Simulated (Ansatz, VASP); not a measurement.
SrCl2: VASP beside Ansatz

INCAR

```
ALGO     = Normal         # electronic algorithm
EDIFF    = 1E-7           # SCF threshold, eV
ENCUT    = 520            # plane-wave cutoff, eV
GGA      = PE             # functional
ISIF     = 2              # what is computed and relaxed
ISMEAR   = 0              # smearing method
LASPH    = T              # aspherical terms in the spheres
LCHARG   = F              # write CHGCAR
LREAL    = F              # projectors in reciprocal space
LWAVE    = F              # write WAVECAR
NBANDS   = 19             # bands
NELM     = 80             # most SCF steps
PREC     = Accurate       # precision mode
SIGMA    = 0.05           # smearing width, eV
```

Contents of KPOINTS:

```
k-points
0
Gamma
  6 6 6
```

Contents of POSCAR:

```
SrCl2
1.0
    0.0000000000      3.5203550000      3.4855000000
    3.4855000000      0.0000000000      3.4855000000
    3.4855000000      3.5203550000      0.0000000000
Sr Cl
1 2
Direct
    0.0000000000      0.0000000000      0.0000000000
    0.2500000000      0.2500000000      0.2500000000
    0.7500000000      0.7500000000      0.7500000000
```

Input for Ansatz:

```yaml
crystal:
  lattice:
    - [0.0, 3.520355, 3.4855]
    - [3.4855, 0.0, 3.4855]
    - [3.4855, 3.520355, 0.0]
  atoms:
    - { symbol: Sr, position: [0.0, 0.0, 0.0] }
    - { symbol: Cl, position: [0.25, 0.25, 0.25] }
    - { symbol: Cl, position: [0.75, 0.75, 0.75] }
basis:
  ecutwfc: 420
kpoints:
  mp_grid: { grid: [6, 6, 6] }
hamiltonian:
  xc: pbe
scf:
  occupations: { method: gaussian, width: 0.05 }
output:
  forces: true
  stress: true
  eigenvalues: true
```

Change from the starting cell: strain +0.0100 x Voigt [0, 1, 0, 0, 0, 0], atoms carried along.

Alike in both runs: task single point; functional PBE; k mesh 6 × 6 × 6; occupations gaussian, width 0.05 eV; no spin polarisation.

|  | VASP | Ansatz |
| --- | --- | --- |
| version | VASP 6.6.1 | Ansatz 0.2.0 |
| potentials or method | VASP PAW PBE potentials, release 64 (Sr_sv, Cl), cutoff 520 eV | scalar-relativistic, plane waves, PAW |
| valence electrons in the cell | 24 | 24 |

Ansatz gave:

* gap on the k mesh at the Fermi level (eV): 5.29
* least direct gap on the mesh (eV): 5.49
* pressure (GPa): 0.7
* traceless stress, the component that is largest in VASP (GPa): -0.34

Q: Which values does VASP return?

A: gap on the k mesh at the Fermi level (eV): 5.29; least direct gap on the mesh (eV): 5.49; pressure (GPa): 0.8; traceless stress, the component that is largest in VASP (GPa): -0.34.
